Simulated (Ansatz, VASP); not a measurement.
# Zn7O8 in VASP and in Ansatz

```
Zn O
1.0
    -3.24940   -5.62813    0.00000
     4.87410   -2.81406    0.00000
     0.00000    0.00000    5.20380
Zn O
7 8
Direct
  0.49551 0.33519 0.99701
  0.49321 0.67084 0.50509
  0.24995 0.15813 0.49908
  0.00443 0.33500 0.99741
  0.00569 0.67075 0.50546
  0.74955 0.83235 0.00379
  0.74978 0.17005 0.50175
  0.49958 0.33457 0.37857
  0.52175 0.65454 0.87267
  0.24944 0.83211 0.39797
  0.24998 0.19479 0.86761
  0.00004 0.33443 0.37872
  0.97754 0.65440 0.87348
  0.74942 0.83434 0.38342
  0.74990 0.16438 0.88518
```

Alike in both runs: functional PBE; k mesh 2 × 2 × 2; occupations gaussian, width 0.02 eV; no spin polarisation.

Ansatz relaxed the structure, and its values are those at the end. VASP's run is a single point on that final structure, the one shown.

```csv
,VASP,Ansatz
version,VASP 6.6.1,Ansatz 0.2.0
potentials or method,"VASP PAW PBE potentials, release 64 (Zn, O), cutoff 520 eV","scalar-relativistic, plane waves, PAW"
valence electrons in the cell,132,132
```

Ansatz gave:

| Quantity | Value |
| --- | --- |
| rms of the force components (eV/Å) | 0.010 |

Task: Estimate VASP's values.

Result: rms of the force components (eV/Å): 0.020.

The functional is the same, so the differences come from potentials, cutoffs and numerics.

The k mesh is coarse, so the values compare programs but aren't converged.
